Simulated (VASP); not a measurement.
# Mo (Im-3m) in VASP: a series of runs

Runs on Mo. Level: PBE. Tasks: single point.

All numbers are computed with VASP 6.6.1; they aren't measurements. Logs are shortened: lines on timing, memory, paths and dates and some standing lists are left out, and cuts for length are marked.

## Step 1: The cell of the first run

Symmetry: Im-3m, No. 229, cubic system. The conventional cell has a = 3.100 Å, b = 3.100 Å, c = 3.100 Å, α = 90.00°, β = 90.00°, γ = 90.00°. Mo (site symmetry m-3m) has 14 Mo at 2.68 to 3.10 Å within 3.5 Å.

## Step 2: Single point, PBE (volume scaled by 0.96)

INCAR reads:

```
  PREC = Accurate
  ENCUT = 520
  EDIFF = 1E-7
  ISMEAR = -1
  SIGMA = 0.05
  LREAL = False
  LASPH = True
  NELM = 60
  ALGO = Normal
  ISIF = 2
  LWAVE = False
  LCHARG = False
  GGA = PE
  NBANDS = 13
```

KPOINTS reads:

```
regular mesh
0
Gamma
  16 16 16
```

POSCAR reads:

```
Mo
1.0
   -1.5497676675      1.5497676675      1.5497676675
    1.5497676675     -1.5497676675      1.5497676675
    1.5497676675      1.5497676675     -1.5497676675
Mo
1
Direct
    0.0000000000      0.0000000000      0.0000000000
```

Potentials or basis: VASP PAW PBE potentials, release 64 (Mo_sv).

Command:

```bash
cat potpaw_PBE.64/Mo_sv/POTCAR > POTCAR
mpirun -np 1 vasp_std > vasp.out
```

OUTCAR:

```text
PREC = Accurate
   ENCUT = 520
   EDIFF = 1E-7
   ISMEAR = -1
   LREAL = False
   LASPH = True
   NELM = 60
   ISIF = 2
   GGA = PE

 ion  position               nearest neighbor table
   1  0.000  0.000  0.000-

  LATTYP: Found a body centered cubic cell.
 ALAT       =     3.0995353350

  Lattice vectors:

 A1 = (  -1.5497676675,   1.5497676675,   1.5497676675)
 A2 = (   1.5497676675,  -1.5497676675,   1.5497676675)
 A3 = (   1.5497676675,   1.5497676675,  -1.5497676675)

Analysis of symmetry for initial positions (statically):
=====================================================================
 Subroutine PRICEL returns:
 Original cell was already a primitive cell.

 Routine SETGRP: Setting up the symmetry group for a
 body centered cubic supercell.

 Subroutine GETGRP returns: Found 48 space group operations
 (whereof 48 operations were pure point group operations)
 out of a pool of 48 trial point group operations.

The static configuration has the point symmetry O_h .

Analysis of symmetry for dynamics (positions and initial velocities):
=====================================================================
 Subroutine PRICEL returns:
 Original cell was already a primitive cell.

 Routine SETGRP: Setting up the symmetry group for a
 body centered cubic supercell.

 Subroutine GETGRP returns: Found 48 space group operations
 (whereof 48 operations were pure point group operations)
 out of a pool of 48 trial point group operations.

The dynamic configuration has the point symmetry O_h .

 Subroutine INISYM returns: Found 48 space group operations
 (whereof 48 operations are pure point group operations),
 and found     1 'primitive' translations

----------------------------------------------------------------------------------------

                                     Primitive cell

  volume of cell :      14.8888

  direct lattice vectors                    reciprocal lattice vectors
    -1.549767668  1.549767668  1.549767668     0.000000000  0.322629005  0.322629005
     1.549767668 -1.549767668  1.549767668     0.322629005  0.000000000  0.322629005
     1.549767668  1.549767668 -1.549767668     0.322629005  0.322629005  0.000000000

  length of vectors
     2.684276340  2.684276340  2.684276340     0.456266314  0.456266314  0.456266314

  position of ions in fractional coordinates (direct lattice)
     0.000000000  0.000000000  0.000000000

  ion indices of the primitive-cell ions
   primitive index   ion index
                 1           1

----------------------------------------------------------------------------------------

 KPOINTS: regular mesh

Automatic generation of k-mesh.
 Grid dimensions read from file:
 generate k-points for:   16   16   16

 Generating k-lattice:

  Cartesian coordinates                     Fractional coordinates (reciprocal lattice)
     0.000000000  0.020164313  0.020164313     0.062500000  0.000000000  0.000000000
     0.020164313  0.000000000  0.020164313     0.000000000  0.062500000  0.000000000
     0.020164313  0.020164313  0.000000000     0.000000000  0.000000000  0.062500000

  Length of vectors
     0.028516645  0.028516645  0.028516645

  Shift w.r.t. Gamma in fractional coordinates (k-lattice)
     0.000000000  0.000000000  0.000000000

 Subroutine IBZKPT returns following result:
 ===========================================

 Found    145 irreducible k-points:

 Following reciprocal coordinates:
            Coordinates               Weight
  0.000000  0.000000  0.000000      1.000000
  0.062500  0.000000  0.000000     12.000000
  0.125000  0.000000  0.000000     12.000000
  0.187500  0.000000  0.000000     12.000000
  0.250000  0.000000  0.000000     12.000000
  0.312500  0.000000  0.000000     12.000000
[... 16 lines left out ...]
  0.187500  0.187500  0.000000     24.000000
  0.250000  0.187500 -0.000000     48.000000
 [... further k-points ...]
   k-points           NKPTS =    145   k-points in BZ     NKDIM =    145   number of bands    NBANDS=     13
   number of dos      NEDOS =    301   number of ions     NIONS =      1
   total plane-waves  NPLWV =   8000
   dimension x,y,z NGX =    20 NGY =   20 NGZ =   20
   dimension x,y,z NGXF=    40 NGYF=   40 NGZF=   40
   ions per type =               1
   NGX,Y,Z   is equivalent  to a cutoff of  12.39, 12.39, 12.39 a.u.
   NGXF,Y,Z  is equivalent  to a cutoff of  24.77, 24.77, 24.77 a.u.
 SYSTEM =  unknown system
   PREC   = accura    normal or accurate (medium, high low for compatibility)
   ISTART =      0    job   : 0-new  1-cont  2-samecut
   ICHARG =      2    charge: 1-file 2-atom 10-const
   ISPIN  =      1    spin polarized calculation?
   LNONCOLLINEAR =      F non collinear calculations
   LSORBIT =      F    spin-orbit coupling
   LASPH  =      T    aspherical Exc in radial PAW
   ENCUT  =  520.0 eV  38.22 Ry    6.18 a.u.   4.99  4.99  4.99*2*pi/ulx,y,z
   NELM   =     60;   NELMIN=  2; NELMDL= -5     # of ELM steps
   EDIFF  = 0.1E-06   stopping-criterion for ELM
   LREAL  =      F    real-space projection
   EDIFFG = 0.1E-05   stopping-criterion for IOM
   NSW    =      0    number of steps for IOM
   IBRION =     -1    ionic relax: 0-MD 1-quasi-New 2-CG
   NFREE  =      0    steps in history (QN), initial steepest desc. (CG)
   ISIF   =      2    stress and relaxation
   ISYM   =      2    0-nonsym 1-usesym 2-fastsym
   POTIM  = 0.5000    time-step for ionic-motion
   TEBEG  =    0.0;   TEEND  =   0.0 temperature during run
   PSTRESS=    0.0 pullay stress
   NELECT =      14.0000    total number of electrons
   NUPDOWN=      -1.0000    fix difference up-down
   EMIN   =  10.00;   EMAX   =-10.00  energy-range for DOS
   EFERMI =   0.00;   METHOD = LEGACY
   ISMEAR =    -1;   SIGMA  =   0.05  broadening in eV -4-tet -1-fermi 0-gaus
   EFERMI_NEDOS =   21; number of points for ismear=-14 and -15
   IALGO  =     38    algorithm
   IMIX   =      4    mixing-type and parameters
     AMIX     =   0.40;   BMIX     =  1.00
     AMIX_MAG =   1.60;   BMIX_MAG =  1.00
  volume/ion in A,a.u.               =      14.89       100.47
  Fermi-wavevector in a.u.,A,eV,Ry     =   1.603852  3.030841 34.998821  2.572341
  Thomas-Fermi vector in A             =   2.700449
   LORBIT       =      0    0 simple, 1 ext, 2 COOP (PROOUT), +10 PAW based schemes
   GGA     = PE    functional components
   LHFCALC =     F    Hartree Fock is set to
   AEXX    =    0.0000 exact exchange contribution
   IVDW    =     0    specifies the selected vdW correction
   LEPSILON=     F    determine dielectric tensor
   LRPA    =     F    only Hartree local field effects (RPA)
 non-spin polarized calculation
  energy-cutoff  :      520.00
  volume of cell :       14.89
 maximum number of plane-waves:       420
   NGX =  9   NGY =  9   NGZ =  9

 number of electron      13.9999997 magnetization

 Free energy of the ion-electron system (eV)
  ---------------------------------------------------
  ext. energy  EPLUGINS =         0.00000000
  ---------------------------------------------------
  free energy    TOTEN  =       -10.89337352 eV

  energy without entropy =      -10.88949123  energy(sigma->0) =      -10.89143237

 E-fermi :  13.4116     XC(G=0): -13.6661

 val. band max:       13.3751373974   @ k =  -0.1875   0.1875   0.0625
 cond. band min:      13.4244608222   @ k =  -0.1250   0.1250   0.1250
 fundamental gap:      0.0493234248
 Fermi energy:        13.4115999912

 k-point     1 :       0.0000    0.0000    0.0000
  band No.  band energies     occupation
      1     -47.8912      2.00000
      2     -21.0360      2.00000
      3     -21.0360      2.00000
      4     -21.0360      2.00000
      5       6.0048      2.00000
      6      11.9368      2.00000
      7      11.9368      2.00000
      8      11.9368      2.00000
      9      15.1470      0.00000
     10      15.1470      0.00000
     11      28.2937      0.00000
     12      28.2937      0.00000
     13      28.2937      0.00000

 k-point     2 :       0.0625    0.0000    0.0000
  band No.  band energies     occupation
      1     -47.8792      2.00000
      2     -21.1030      2.00000
      3     -21.0565      2.00000
      4     -21.0366      2.00000
      5       6.1878      2.00000
      6      11.8311      2.00000
      7      11.9190      2.00000
      8      12.1101      2.00000
      9      14.9879      0.00000
     10      15.1489      0.00000
     11      28.4364      0.00000
     12      28.6033      0.00000
     13      28.6791      0.00000

 k-point     3 :       0.1250    0.0000    0.0000
  band No.  band energies     occupation
      1     -47.8451      2.00000
      2     -21.2913      2.00000
      3     -21.1143      2.00000
      4     -21.0383      2.00000
      5       6.6993      2.00000
      6      11.5438      2.00000
      7      11.8386      2.00000
      8      12.6210      2.00000
      9      14.6717      0.00000
     10      15.1641      0.00000
     11      28.7601      0.00000
     12      29.4986      0.00000
     13      29.5993      0.00000

 k-point     4 :       0.1875    0.0000    0.0000
  band No.  band energies     occupation
      1     -47.7937      2.00000
      2     -21.5667      2.00000
      3     -21.1997      2.00000
      4     -21.0408      2.00000
      5       7.4041      2.00000
      6      11.1466      2.00000
      7      11.7011      2.00000
      8      13.4416      0.70904
      9      14.4974      0.00000
     10      15.2143      0.00000
     11      28.9036      0.00000
     12      30.3734      0.00000
     13      30.8961      0.00000

 k-point     5 :       0.2500    0.0000    0.0000
  band No.  band energies     occupation
      1     -47.7324      2.00000
      2     -21.8823      2.00000
      3     -21.2990      2.00000
      4     -21.0439      2.00000
      5       8.0066      2.00000
      6      10.7192      2.00000
      7      11.7693      2.00000
      8      14.5207      0.00000
      9      14.5861      0.00000
     10      15.3179      0.00000
     11      28.4163      0.00000
     12      30.1487      0.00000
     13      32.6914      0.00000

 k-point     6 :       0.3125    0.0000    0.0000
  band No.  band energies     occupation
      1     -47.6704      2.00000
      2     -22.1891      2.00000
      3     -21.3968      2.00000
      4     -21.0470      2.00000
      5       8.1809      2.00000
      6      10.3277      2.00000
      7      12.4178      2.00000
      8      14.8505      0.00000
      9      15.4757      0.00000
     10      15.7723      0.00000
     11      27.4306      0.00000
     12      28.9620      0.00000
     13      34.7692      0.00000

 k-point     7 :       0.3750    0.0000    0.0000
  band No.  band energies     occupation
      1     -47.6173      2.00000
      2     -22.4428      2.00000
      3     -21.4784      2.00000
      4     -21.0497      2.00000
      5       8.0311      2.00000
      6      10.0190      2.00000
      7      13.5091      0.24917
      8      15.1505      0.00000
      9      15.6603      0.00000
     10      17.0466      0.00000
     11      26.4230      0.00000
     12      27.4992      0.00000
     13      33.7192      0.00000
[... 193 lines left out ...]
 k-point    20 :       0.3125    0.1250    0.0000
  band No.  band energies     occupation
      1     -47.6022      2.00000
      2     -22.4083      2.00000
      3     -21.5411      2.00000
      4     -21.1330      2.00000
      5       8.5175      2.00000
      6      10.1311      2.00000
      7      12.4702      2.00000
      8      14.8224      0.00000
      9      15.9961      0.00000
     10      18.1515      0.00000
     11      26.7246      0.00000
     12      27.7056      0.00000
     13      32.0935      0.00000

 k-point    21 :       0.3750    0.1250    0.0000
  band No.  band energies     occupation
      1     -47.5692      2.00000
      2     -22.5423      2.00000
      3     -21.6118      2.00000
      4     -21.1367      2.00000
      5       8.3245      2.00000
      6       9.9704      2.00000
      7      13.2229      1.95512
      8      15.0277      0.00000
      9      16.2819      0.00000
     10      19.3072      0.00000
     11      25.7822      0.00000
     12      26.6469      0.00000
     13      30.9909      0.00000

 k-point    22 :       0.4375    0.1250    0.0000
  band No.  band energies     occupation
      1     -47.5575      2.00000
      2     -22.5889      2.00000
      3     -21.6367      2.00000
      4     -21.1379      2.00000
      5       8.2475      2.00000
      6       9.9163      2.00000
      7      13.5321      0.16487
      8      15.0431      0.00000
      9      16.4741      0.00000
     10      19.7866      0.00000
     11      25.3039      0.00000
     12      26.3178      0.00000
     13      30.5791      0.00000

 k-point    23 :       0.1875    0.1875    0.0000
  band No.  band energies     occupation
      1     -47.6561      2.00000
      2     -22.1531      2.00000
      3     -21.4300      2.00000
      4     -21.1565      2.00000
      5       8.9376      2.00000
      6      10.5295      2.00000
      7      11.1007      2.00000
      8      14.2929      0.00000
      9      15.8426      0.00000
     10      16.8030      0.00000
     11      28.2033      0.00000
     12      29.4886      0.00000
     13      32.6399      0.00000

 k-point    24 :       0.2500    0.1875   -0.0000
  band No.  band energies     occupation
      1     -47.6071      2.00000
      2     -22.3163      2.00000
      3     -21.5664      2.00000
      4     -21.1784      2.00000
      5       9.0269      2.00000
      6      10.2881      2.00000
      7      11.5531      2.00000
      8      14.5404      0.00000
      9      15.9917      0.00000
     10      18.3543      0.00000
     11      27.0992      0.00000
     12      28.6438      0.00000
     13      31.6759      0.00000

 [... further k-points ...]
[... 5 lines left out ...]
  --------------------------------------------------------------------------------------
  -------------------------------------------------------------------------------------
  Total        1.6453592      1.6453592      1.6453592      0.0000000     -0.0000000      0.0000000
  in kB      177.0563572    177.0563572    177.0563572      0.0000000     -0.0000000      0.0000000
  external PRESSURE =     177.0563572 kB  Pullay stress =       0.0000000 kB

 VOLUME and BASIS-vectors are now :
 -----------------------------------------------------------------------------
  energy-cutoff  :      520.00
  volume of cell :       14.89
      direct lattice vectors                 reciprocal lattice vectors
    -1.549767668  1.549767668  1.549767668     0.000000000  0.322629005  0.322629005
     1.549767668 -1.549767668  1.549767668     0.322629005  0.000000000  0.322629005
     1.549767668  1.549767668 -1.549767668     0.322629005  0.322629005  0.000000000

 POSITION                                       TOTAL-FORCE (eV/Angst)
 -----------------------------------------------------------------------------------
      0.00000      0.00000      0.00000        -0.000000     -0.000000     -0.000000
 -----------------------------------------------------------------------------------
    total drift:                                0.000000     -0.000000     -0.000000

  FREE ENERGIE OF THE ION-ELECTRON SYSTEM (eV)
  ---------------------------------------------------
  free  energy   TOTEN  =       -10.8933735193 eV

  energy  without entropy=      -10.8894912298  energy(sigma->0) =      -10.89143237
```

It took 11 s on 1 thread of Intel Xeon 6975P-C, shared host; peak memory 0.14 GiB.

What came out:

```yaml
Free_energy: -10.8934 eV
Pressure: 17.7 GPa
Band_gap_on_the_k_mesh: zero (band 7 reaches 17.67 eV, above the bottom of band 8 at 11.94 eV)
```

Caveat: the cell differs from its parent crystal (volume scaled by 0.96).

## Step 3: Single point, PBE

This run uses another cell than the first one, of 15.51 Å³/atom, 1.042 times its volume.

INCAR reads:

```
ALGO = Normal
EDIFF = 1E-7
ENCUT = 520
GGA = PE
ISIF = 2
ISMEAR = -1
LASPH = True
LCHARG = False
LREAL = False
LWAVE = False
NBANDS = 13
NELM = 80
PREC = Accurate
SIGMA = 0.05
```

KPOINTS reads:

```
k-points
0
Gamma
  16 16 16
```

POSCAR reads:

```
Mo
1.0
   -1.5710000000      1.5710000000      1.5710000000
    1.5710000000     -1.5710000000      1.5710000000
    1.5710000000      1.5710000000     -1.5710000000
Mo
1
Direct
    0.0000000000      0.0000000000      0.0000000000
```

Potentials or basis: VASP PAW PBE potentials, release 64 (Mo_sv).

Command:

```bash
cat potpaw_PBE.64/Mo_sv/POTCAR > POTCAR
mpirun -np 1 vasp_std > vasp.out
```

Run time: 12 s. Hardware: 1 thread of Intel Xeon 6975P-C, shared host; peak memory 0.14 GiB.

The run converged. Its results:

| Property | Result |
| --- | --- |
| Free energy | -10.9372 eV |
| Pressure | 5.2 GPa |
| Band gap on the k mesh | zero (band 7 reaches 16.75 eV, above the bottom of band 8 at 11.35 eV) |

Levels at points of the mesh, in eV from the Fermi level:
```
           k point  band 4  band 5  band 6  band 7  band 8  band 9  band 10  band 11
(0.00, 0.00, 0.00)  -34.53   -7.26   -1.38   -1.38   -1.38    1.68     1.68    14.84
(0.50, 0.00, 0.00)  -34.54   -5.37   -3.44    1.65    1.71    2.35     4.80    11.77
(0.50, 0.50, 0.50)  -35.51   -5.50   -5.50    4.03    4.03    4.03     9.12     9.12
```

## Step 4: Single point, PBE (volume scaled by 0.98)

INCAR reads:

```
PREC = Accurate
ENCUT = 520
EDIFF = 1E-6
ISMEAR = -1
SIGMA = 0.05
LREAL = False
LASPH = True
NELM = 80
ALGO = Normal
ISIF = 2
LWAVE = False
LCHARG = False
GGA = PE
NBANDS = 13
```

KPOINTS reads:

```
Automatic mesh
0
Gamma
  16 16 16
```

POSCAR reads:

```
Mo
1.0
   -1.5604560581      1.5604560581      1.5604560581
    1.5604560581     -1.5604560581      1.5604560581
    1.5604560581      1.5604560581     -1.5604560581
Mo
1
Direct
    0.0000000000      0.0000000000      0.0000000000
```

Command:

```bash
cat potpaw_PBE.64/Mo_sv/POTCAR > POTCAR
mpirun -np 1 vasp_std > vasp.out
```

Wall time 11 s (1 thread of Intel Xeon 6975P-C, shared host); peak memory 0.14 GiB.

The run converged. Its results:

| Property | Result |
| --- | --- |
| Free energy | -10.9213 eV |
| Pressure | 11.1 GPa |
| Band gap on the k mesh | zero (band 7 reaches 17.20 eV, above the bottom of band 8 at 11.64 eV) |

Levels at points of the mesh, in eV from the Fermi level:
```tsv
k point	band 4	band 5	band 6	band 7	band 8	band 9	band 10	band 11
(0.00, 0.00, 0.00)	-34.49	-7.34	-1.43	-1.43	-1.43	1.71	1.71	14.86
(0.50, 0.00, 0.00)	-34.50	-5.50	-3.54	1.73	1.75	2.40	4.94	12.01
(0.50, 0.50, 0.50)	-35.54	-5.67	-5.67	4.14	4.14	4.14	9.28	9.28
```

Caveat: the cell differs from its parent crystal (volume scaled by 0.98).

## Step 5: Single point, PBE (volume scaled by 1.02)

INCAR reads:

```
PREC = Accurate ; ENCUT = 520
EDIFF = 1E-6 ; ISMEAR = -1
SIGMA = 0.05 ; LREAL = F
LASPH = T ; NELM = 100
ALGO = Normal ; ISIF = 2
LWAVE = F ; LCHARG = T
GGA = PE ; LELF = T
LVHAR = T ; NBANDS = 13
```

KPOINTS is that of step 4.

POSCAR reads:

```
Mo
1.0
   -1.5814042767      1.5814042767      1.5814042767
    1.5814042767     -1.5814042767      1.5814042767
    1.5814042767      1.5814042767     -1.5814042767
Mo
1
Direct
    0.0000000000      0.0000000000      0.0000000000
```

Command:

```bash
cat potpaw_PBE.64/Mo_sv/POTCAR > POTCAR
mpirun -np 1 vasp_std > vasp.out
```

Run time: 12 s. Hardware: 1 thread of Intel Xeon 6975P-C, shared host; peak memory 0.14 GiB.

It converged, with:

```yaml
Free_energy: -10.9421 eV
Pressure: -0.1 GPa
Band_gap_on_the_k_mesh: zero (band 7 reaches 16.32 eV, above the bottom of band 8 at 11.07 eV)
```

Levels at points of the mesh, in eV from the Fermi level:
| k point | band 4 | band 5 | band 6 | band 7 | band 8 | band 9 | band 10 | band 11 |
| --- | --- | --- | --- | --- | --- | --- | --- | --- |
| (0.00, 0.00, 0.00) | -34.56 | -7.19 | -1.33 | -1.33 | -1.33 | 1.65 | 1.65 | 14.82 |
| (0.50, 0.00, 0.00) | -34.57 | -5.25 | -3.34 | 1.59 | 1.67 | 2.29 | 4.67 | 11.47 |
| (0.50, 0.50, 0.50) | -35.49 | -5.34 | -5.34 | 3.92 | 3.92 | 3.92 | 8.98 | 8.98 |

Caveat: the cell differs from its parent crystal (volume scaled by 1.02).

## Step 6: The runs side by side

| cell | gap on the mesh (eV) | pressure (GPa) |
| --- | --- | --- |
| a = 2.684 Å, angles 109.5°, 1 atom | none | 17.7 |
| a = 2.721 Å, angles 109.5°, 1 atom | none | 5.2 |
| a = 2.703 Å, angles 109.5°, 1 atom | none | 11.1 |
| a = 2.739 Å, angles 109.5°, 1 atom | none | -0.1 |

Alike in all rows: task single point; level PBE; potentials or basis VASP PAW PBE potentials, release 64 (Mo_sv); no spin polarisation; k mesh 16 × 16 × 16; cutoff (eV) 520; smearing fermi-dirac 0.05 eV.

Absolute energies hang on the potentials; compare differences alone.
